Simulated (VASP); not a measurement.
Here is a VASP 6.6.1 calculation.

INCAR

```
SYSTEM = CdI2
  PREC = Accurate
  ENCUT = 500
  EDIFF = 1E-7
  ISMEAR = -1
  SIGMA = 0.02
  LREAL = .False.
  LASPH = .True.
  NELM = 120
  ALGO = Normal
  ISIF = 3
  LWAVE = .False.
  LCHARG = .False.
  GGA = PE
  IVDW = 12
  IBRION = 2
  NSW = 80
  EDIFFG = -0.005
  GGA_COMPAT = .False.
  NELMIN = 4
```

The input KPOINTS:

```
regular mesh
0
Gamma
  6 6 1
  0 0 0
```

Contents of POSCAR:

```
CdI2
1.0
    4.2918905152      0.0000000000      0.0000000000
   -2.1459452576      3.7168862165      0.0000000000
    0.0000000000      0.0000000000     43.3968276400
Cd I
6 12
Direct
    0.3333333300      0.6666666700      0.2499885200
    0.0000000000      0.0000000000      0.4167311200
    0.0000000000      0.0000000000      0.0833972300
    0.0000000000      0.0000000000      0.5832688800
    0.0000000000      0.0000000000      0.9166027700
    0.6666666700      0.3333333300      0.7500114800
    0.6666666700      0.3333333300      0.3770708700
    0.3333333300      0.6666666700      0.1230939500
    0.6666666700      0.3333333300      0.8769060500
    0.3333333300      0.6666666700      0.9564257400
    0.6666666700      0.3333333300      0.5437368900
    0.3333333300      0.6666666700      0.4562631100
    0.3333333300      0.6666666700      0.7896606800
    0.6666666700      0.3333333300      0.2103393200
    0.0000000000      0.0000000000      0.7104023800
    0.3333333300      0.6666666700      0.6229291300
    0.0000000000      0.0000000000      0.2895976200
    0.6666666700      0.3333333300      0.0435742600
```

Potentials or basis: VASP PAW PBE potentials, release 64 (Cd, I).

The run is started by

```sh
$ cat potpaw_PBE.64/Cd/POTCAR potpaw_PBE.64/I/POTCAR > POTCAR
$ mpirun -np 1 vasp_std > vasp.out
```

What does it give for the band gap on the k mesh?

2.22 eV (least direct gap 2.35 eV).

What does it give for the relaxed volume?

35.53 Å³/atom.

Predict the space group after relaxing (to 0.1 Å).

P-3m1 (No. 164).

Step by step:
```
step  energy change (eV)  largest force (eV/Å)  pressure (GPa)  volume (Å³)
   1              0.0000                0.0648           -0.66       692.29
   2             -0.0354                0.1781            0.00       676.62
   3             -0.0356                0.1854            0.04       675.66
   4             -0.0521                0.1598            0.04       672.63
   5             -0.0904                0.1086            0.03       663.59
   6             -0.1127                0.0774            0.06       645.75
   7             -0.1298                0.0833            0.02       642.97
   8             -0.1489                0.1051           -0.06       634.83
   9             -0.1492                0.1016           -0.05       635.88
  10             -0.1567                0.0388            0.11       634.86
  11             -0.1577                0.0211            0.19       634.39
  12             -0.1612                0.0092           -0.02       639.49
  13             -0.1613                0.0087           -0.01       639.06
  14             -0.1613                0.0086            0.00       638.96
  15             -0.1613                0.0057            0.00       639.05
  16             -0.1614                0.0047            0.02       639.29
  17             -0.1614                0.0040            0.01       639.55
```

Caveat: spin-orbit coupling is left out, which moves the levels of the heavy elements. A k mesh can miss the band edges.
